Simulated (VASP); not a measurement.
# Ti (P6_3/mmc) in VASP: further runs

The runs below take Ti through single point, relaxation of cell and atoms, with PBEsol.

Everything below comes from runs of VASP 6.6.1. Logs are shortened: lines on timing, memory, paths and dates and some standing lists are left out, and cuts for length are marked.

## (1) The cell of the first run

The structure is hexagonal, space group P6_3/mmc (No. 194). The conventional cell has a = 2.902 Å, b = 2.902 Å, c = 4.591 Å, α = 90.00°, β = 90.00°, γ = 120.00°. Within 3.7 Å of Ti (site symmetry -6m2) lie 12 Ti at 2.84 to 2.90 Å.

## (2) Single point, PBEsol

File INCAR:

```
SYSTEM = Ti
  PREC = Accurate
  ENCUT = 520
  EDIFF = 1E-6
  ISMEAR = -1
  SIGMA = 0.1
  LREAL = .FALSE.
  LASPH = .TRUE.
  NELM = 100
  ALGO = Normal
  ISIF = 2
  LWAVE = .FALSE.
  LCHARG = .FALSE.
  GGA = PS
  NBANDS = 19
```

File KPOINTS:

```
Automatic mesh
0
G
  10 10 6
  0 0 0
```

File POSCAR:

```
Ti
1.0
    2.9022851093      0.0000000000      0.0000000000
   -1.4511425546      2.5134526337      0.0000000000
    0.0000000000      0.0000000000      4.5909439267
Ti
2
Direct
    0.3333333333      0.6666666667      0.2500000000
    0.6666666667      0.3333333333      0.7500000000
```

Potentials or basis: VASP PAW PBE potentials, release 64 (Ti_sv).

The run is started by

```bash
$ cat potpaw_PBE.64/Ti_sv/POTCAR > POTCAR
$ mpirun -np 1 vasp_std > vasp.out
```

OUTCAR:

```text
SYSTEM = Ti
   PREC = Accurate
   ENCUT = 520
   EDIFF = 1E-6
   ISMEAR = -1
   LREAL = .FALSE.
   LASPH = .TRUE.
   NELM = 100
   ISIF = 2
   GGA = PS

 ion  position               nearest neighbor table
   1  0.333  0.667  0.250-   2 2.84   2 2.84   2 2.84   2 2.84   2 2.84   2 2.84
   2  0.667  0.333  0.750-   1 2.84   1 2.84   1 2.84   1 2.84   1 2.84   1 2.84

  LATTYP: Found a hexagonal cell.
 ALAT       =     2.9022851093
 C/A-ratio  =     1.5818376740

  Lattice vectors:

 A1 = (   2.9022851093,   0.0000000000,   0.0000000000)
 A2 = (  -1.4511425546,   2.5134526337,   0.0000000000)
 A3 = (   0.0000000000,   0.0000000000,   4.5909439267)

Analysis of symmetry for initial positions (statically):
=====================================================================
 Subroutine PRICEL returns:
 Original cell was already a primitive cell.

 Routine SETGRP: Setting up the symmetry group for a
 hexagonal supercell.

 Subroutine GETGRP returns: Found 24 space group operations
 (whereof 12 operations were pure point group operations)
 out of a pool of 24 trial point group operations.

The static configuration has the point symmetry D_3d.
 The point group associated with its full space group is D_6h.

Analysis of symmetry for dynamics (positions and initial velocities):
=====================================================================
 Subroutine PRICEL returns:
 Original cell was already a primitive cell.

 Routine SETGRP: Setting up the symmetry group for a
 hexagonal supercell.

 Subroutine GETGRP returns: Found 24 space group operations
 (whereof 12 operations were pure point group operations)
 out of a pool of 24 trial point group operations.

The dynamic configuration has the point symmetry D_3d.
 The point group associated with its full space group is D_6h.

 Subroutine INISYM returns: Found 24 space group operations
 (whereof 12 operations are pure point group operations),
 and found     1 'primitive' translations

----------------------------------------------------------------------------------------

                                     Primitive cell

  volume of cell :      33.4898

  direct lattice vectors                    reciprocal lattice vectors
     2.902285109  0.000000000  0.000000000     0.344556087  0.198929549  0.000000000
    -1.451142555  2.513452634  0.000000000     0.000000000  0.397859099  0.000000000
     0.000000000  0.000000000  4.590943927     0.000000000  0.000000000  0.217820129

[... 81 lines left out ...]
   ENCUT  =  520.0 eV  38.22 Ry    6.18 a.u.   5.40  5.40  8.54*2*pi/ulx,y,z
   NELM   =    100;   NELMIN=  2; NELMDL= -5     # of ELM steps
   EDIFF  = 0.1E-05   stopping-criterion for ELM
   LREAL  =      F    real-space projection
   EDIFFG = 0.1E-04   stopping-criterion for IOM
   NSW    =      0    number of steps for IOM
   IBRION =     -1    ionic relax: 0-MD 1-quasi-New 2-CG
   NFREE  =      0    steps in history (QN), initial steepest desc. (CG)
   ISIF   =      2    stress and relaxation
   ISYM   =      2    0-nonsym 1-usesym 2-fastsym
   POTIM  = 0.5000    time-step for ionic-motion
   TEBEG  =    0.0;   TEEND  =   0.0 temperature during run
   PSTRESS=    0.0 pullay stress
   NELECT =      24.0000    total number of electrons
   NUPDOWN=      -1.0000    fix difference up-down
   EMIN   =  10.00;   EMAX   =-10.00  energy-range for DOS
   EFERMI =   0.00;   METHOD = LEGACY
   ISMEAR =    -1;   SIGMA  =   0.10  broadening in eV -4-tet -1-fermi 0-gaus
   EFERMI_NEDOS =   21; number of points for ismear=-14 and -15
   IALGO  =     38    algorithm
   IMIX   =      4    mixing-type and parameters
     AMIX     =   0.40;   BMIX     =  1.00
     AMIX_MAG =   1.60;   BMIX_MAG =  1.00
  volume/ion in A,a.u.               =      16.74       113.00
  Fermi-wavevector in a.u.,A,eV,Ry     =   1.465011  2.768470 29.201616  2.146258
  Thomas-Fermi vector in A             =   2.580919
   LORBIT       =      0    0 simple, 1 ext, 2 COOP (PROOUT), +10 PAW based schemes
   GGA     = PS    functional components
   LHFCALC =     F    Hartree Fock is set to
   AEXX    =    0.0000 exact exchange contribution
   IVDW    =     0    specifies the selected vdW correction
   LEPSILON=     F    determine dielectric tensor
   LRPA    =     F    only Hartree local field effects (RPA)
 non-spin polarized calculation
  energy-cutoff  :      520.00
  volume of cell :       33.49
 maximum number of plane-waves:       935
 NGX is ok and might be reduce to    24
   NGX = 11   NGY = 11   NGZ = 17

 number of electron      23.9999998 magnetization

 Free energy of the ion-electron system (eV)
  ---------------------------------------------------
  ext. energy  EPLUGINS =         0.00000000
  ---------------------------------------------------
  free energy    TOTEN  =       -16.71344558 eV

  energy without entropy =      -16.63745701  energy(sigma->0) =      -16.67545129

 E-fermi :   8.5767     XC(G=0): -11.8106

 val. band max:        8.5546787327   @ k =   0.4000   0.2000   0.5000
 cond. band min:       8.5782348058   @ k =   0.3000   0.2000   0.5000
 fundamental gap:      0.0235560732
 Fermi energy:         8.5766544409

 k-point     1 :       0.0000    0.0000    0.0000
  band No.  band energies     occupation
      1     -47.9614      2.00000
      2     -47.7988      2.00000
      3     -24.6943      2.00000
      4     -23.9730      2.00000
      5     -23.9730      2.00000
      6     -23.8832      2.00000
[... 505 lines left out ...]
      6     -24.1405      2.00000
[... 11 lines left out ...]
     18      12.1997      0.00000
     19      12.9619      0.00000

 [... further k-points ...]

------------------------ aborting loop because EDIFF is reached ----------------------------------------

  FORCE on cell =-STRESS in cart. coord.  units (eV):
  Direction    XX          YY          ZZ          XY          YZ          ZX
  --------------------------------------------------------------------------------------
  -------------------------------------------------------------------------------------
  Total       -0.0467050     -0.0467050     -0.0548515     -0.0000000      0.0000000      0.0000000
  in kB       -2.2343993     -2.2343993     -2.6241342     -0.0000000      0.0000000      0.0000000
  external PRESSURE =      -2.3643109 kB  Pullay stress =       0.0000000 kB

 VOLUME and BASIS-vectors are now :
 -----------------------------------------------------------------------------
  energy-cutoff  :      520.00
  volume of cell :       33.49
      direct lattice vectors                 reciprocal lattice vectors
     2.902285109  0.000000000  0.000000000     0.344556087  0.198929549  0.000000000
    -1.451142555  2.513452634  0.000000000     0.000000000  0.397859099  0.000000000
     0.000000000  0.000000000  4.590943927     0.000000000  0.000000000  0.217820129

 POSITION                                       TOTAL-FORCE (eV/Angst)
 -----------------------------------------------------------------------------------
     -0.00000      1.67564      1.14774        -0.000000     -0.000000      0.000000
      1.45114      0.83782      3.44321         0.000000      0.000000      0.000000
 -----------------------------------------------------------------------------------
    total drift:                               -0.000000      0.000000     -0.000000

  FREE ENERGIE OF THE ION-ELECTRON SYSTEM (eV)
  ---------------------------------------------------
  free  energy   TOTEN  =       -16.7134455811 eV

  energy  without entropy=      -16.6374570071  energy(sigma->0) =      -16.67545129
```

stdout:

```text
POSCAR found type information on POSCAR Ti
 POSCAR found :  1 types and       2 ions
 scaLAPACK will be used
 -----------------------------------------------------------------------------
|                                                                             |
|                                                                             |
|     You enforced a specific xc type in the INCAR file but a different       |
|     I HOPE YOU KNOW WHAT YOU ARE DOING!                                     |
|                                                                             |
 -----------------------------------------------------------------------------

 LDA part: xc-table for (Slater+PW92), standard interpolation
 POSCAR, INCAR and KPOINTS ok, starting setup
 FFT: planning ... GRIDC
 FFT: planning ... GRID_SOFT
 FFT: planning ... GRID
 WAVECAR not read
 entering main loop
```

Run time: 52 s. Hardware: 1 thread of Intel Xeon 8259CL, shared host; peak memory 0.17 GiB.

Results:

```
Free energy            : -16.7134 eV
Pressure               : -0.2 GPa
Band gap on the k mesh : zero (bands 12 and 13 overlap by 1.00 eV)
```

Levels at points of the mesh, in eV from the Fermi level:
```tsv
k point	band 8	band 9	band 10	band 11	band 12	band 13	band 14	band 15	band 16	band 17
(0.00, 0.00, 0.00)	-32.43	-6.27	-2.76	0.81	0.81	0.92	0.96	1.34	1.34	1.71
(0.50, 0.00, 0.00)	-32.52	-2.38	-2.25	-1.92	-0.56	0.50	0.69	1.27	3.53	3.78
(0.00, 0.00, 0.50)	-32.49	-4.36	-4.36	0.12	0.12	0.71	0.71	0.71	0.71	2.96
(0.50, 0.00, 0.50)	-32.61	-2.63	-2.63	-0.83	-0.83	1.46	1.46	1.82	1.82	3.68
```

Caveat: the PAW data sets were made with another functional, which shifts forces and pressure a little.

## (3) Relaxation of cell and atoms, PBEsol

This run uses another cell than the first one, of 17.64 Å³/atom.

File INCAR:

```
PREC = Accurate ; ENCUT = 600
EDIFF = 1E-7 ; ISMEAR = -1
SIGMA = 0.1 ; LREAL = F
LASPH = T ; NELM = 80
ALGO = Normal ; ISIF = 3
LWAVE = F ; LCHARG = F
GGA = PS ; IBRION = 2
NSW = 80 ; EDIFFG = -0.02
```

File KPOINTS:

```
Automatic mesh
0
Gamma
  10 10 6
```

File POSCAR:

```
Ti
1.0
    2.9500000000      0.0000000000      0.0000000000
   -1.4750000000      2.5547749412      0.0000000000
    0.0000000000      0.0000000000      4.6800000000
Ti
2
Direct
    0.3333330000      0.6666670000      0.2500000000
    0.6666670000      0.3333330000      0.7500000000
```

Potentials or basis: VASP PAW PBE potentials, release 64 (Ti_sv).

The run is started by

```bash
$ cat potpaw_PBE.64/Ti_sv/POTCAR > POTCAR
$ mpirun -np 1 vasp_std > vasp.out
```

It took 2.2 min on 1 thread of Intel Xeon 8259CL, shared host; peak memory 0.18 GiB.

Results (log left out):

```
Free energy                           : -16.7139 eV
Relaxed volume                        : 16.70 Å³/atom
Relaxed cell                          : a = 2.898 Å, b = 2.898 Å, c = 4.592 Å, α = 90.00°, β = 90.00°, γ = 120.00°
Space group after relaxing (to 0.1 Å) : P6_3/mmc (No. 194)
Energy gained by relaxing             : 17.6 meV/atom
Ionic steps                           : 3
Pressure after relaxing               : 0.0 GPa
Band gap on the k mesh                : zero (bands 12 and 13 overlap by 1.00 eV)
```

Stress tensor (GPa, compression positive):
```
 0.05  0.00  0.00
 0.00  0.05  0.00
 0.00  0.00 -0.16
```

Step by step:
```
step  energy change (eV)  largest force (eV/Å)  pressure (GPa)  volume (Å³)
   1              0.0000                0.0000           -5.80        35.27
   2             -0.0160                0.0000            4.93        32.11
   3             -0.0353                0.0000           -0.02        33.41
```

Final structure:
```xyz
2
Lattice="2.8984 0.0000 0.0000 -1.4492 2.5101 0.0000 0.0000 0.0000 4.5920" Properties=species:S:1:pos:R:3 pbc="T T T"
Ti    0.0000    1.6734    1.1480
Ti    1.4492    0.8367    3.4440
```

Levels at points of the mesh, in eV from the Fermi level:
```tsv
k point	band 8	band 9	band 10	band 11	band 12	band 13	band 14	band 15	band 16
(0.00, 0.00, 0.00)	-32.43	-6.28	-2.77	0.82	0.82	0.91	0.95	1.35	1.35
(0.50, 0.00, 0.00)	-32.51	-2.38	-2.26	-1.93	-0.55	0.51	0.69	1.26	3.55
(0.00, 0.00, 0.50)	-32.48	-4.37	-4.37	0.12	0.12	0.72	0.72	0.72	0.72
(0.50, 0.00, 0.50)	-32.61	-2.63	-2.63	-0.84	-0.84	1.47	1.47	1.83	1.83
```

Caveat: the PAW data sets were made with another functional, which shifts forces and pressure a little.
